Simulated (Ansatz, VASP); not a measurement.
## MoSe2 in VASP and in Ansatz

POSCAR

```
MoSe2
1.0
    3.3257516200      0.0000000000      0.0000000000
   -1.6628758100      2.8801838400      0.0000000000
    0.0000000000      0.0000000000     13.0481130900
Se Mo
4 2
Direct
    0.3333000000      0.6667000000      0.6250000000
    0.6666000000      0.3333000000      0.1250000000
    0.3333000000      0.6667000000      0.8750000000
    0.6667000000      0.3334000000      0.3750000000
    0.3333000000      0.6667000000      0.2500000000
    0.6666000000      0.3333000000      0.7500000000
```

Contents of INCAR.step1:

```
SYSTEM = MoSe2
ALGO = Normal
EDIFF = 1E-5
ENCUT = 400
GGA = PE
GGA_COMPAT = .False.
ISIF = 2
ISMEAR = 0
LASPH = .True.
LREAL = .False.
LWAVE = .True.
NBANDS = 35
NELM = 120
PREC = Accurate
SIGMA = 0.1448
```

Contents of INCAR.step2:

```
SYSTEM = MoSe2
ALGO = Normal
EDIFF = 1E-6
ENCUT = 400
GGA = PE
GGA_COMPAT = .False.
HFSCREEN = 0.2079
ISIF = 2
ISMEAR = 0
ISTART = 1
LASPH = .True.
LCHARG = .True.
LELF = .True.
LHFCALC = .True.
LREAL = .False.
LVHAR = .True.
LWAVE = .False.
NBANDS = 35
NELM = 120
PREC = Accurate
PRECFOCK = Normal
SIGMA = 0.1448
```

KPOINTS

```
k-points
0
Gamma
  4 4 1
  0 0 0
```

Input for Ansatz:

```yaml
crystal:
  lattice:
    - [3.32575162, 0.0, 0.0]
    - [-1.66287581, 2.88018384, 0.0]
    - [0.0, 0.0, 13.04811309]
  atoms:
    - { symbol: Se, position: [0.3333, 0.6667, 0.625] }
    - { symbol: Se, position: [0.6666, 0.3333, 0.125] }
    - { symbol: Se, position: [0.3333, 0.6667, 0.875] }
    - { symbol: Se, position: [0.6667, 0.3334, 0.375] }
    - { symbol: Mo, position: [0.3333, 0.6667, 0.25] }
    - { symbol: Mo, position: [0.6666, 0.3333, 0.75] }
  symmetry: { tolerance: 0.0003 }
kpoints:
  mp_grid: { grid: [4, 4, 1], shift: [0, 0, 0] }
magnetization:
  spin_polarized: false
scf:
  occupations: { method: gaussian, width: 0.1448 }
hamiltonian:
  pseudopotentials: { kind: paw }
  xc: hse06
basis:
  ecutwfc: 420
  fft_grid_basis: typed
output:
  forces: true
  stress: true
  eigenvalues: true
  bader: true
  populations: true
  elf: true
  write_potential: true
  volumetric_format: npy
  dos:
    e_range: [-12, 8]
    de: 0.05
    projected: { site_lists: { Mo: [Mo], Se: [Se] } }
    method: { smearing: { sigma: 0.1, scheme: gaussian } }
```

Alike in both runs: task single point; functional HSE06; k mesh 4 × 4 × 1; occupations gaussian, width 0.1448 eV; no spin polarisation.

|  | VASP | Ansatz |
| --- | --- | --- |
| version | VASP 6.6.1 | Ansatz 0.2.0 |
| potentials or method | VASP PAW PBE potentials, release 64 (Se, Mo_sv), cutoff 400 eV | PAW plane waves |
| valence electrons in the cell | 52 | 92 |

```tsv
	VASP	Ansatz	Ansatz less VASP
gap on the k mesh at the Fermi level (eV)	1.63	1.62	-0.002
pressure (GPa)	-1.6	-1.3	+0.27
traceless stress, the component that is largest in VASP (GPa)	3.23	3.23	0.000
rms of the force components (eV/Å)	0.016	0.017	+0.0011
```

Atom by atom the forces differ by 0.002 eV/Å (rms over components). VASP's potentials hold 52 valence electrons a cell and Ansatz's 92, so a difference there can come from the potentials and not from the codes. Ansatz's warnings: stress exchange threshold loose, stress scf threshold loose, structure snapped to symmetry.

The k mesh is coarse, so the values compare programs but aren't converged.
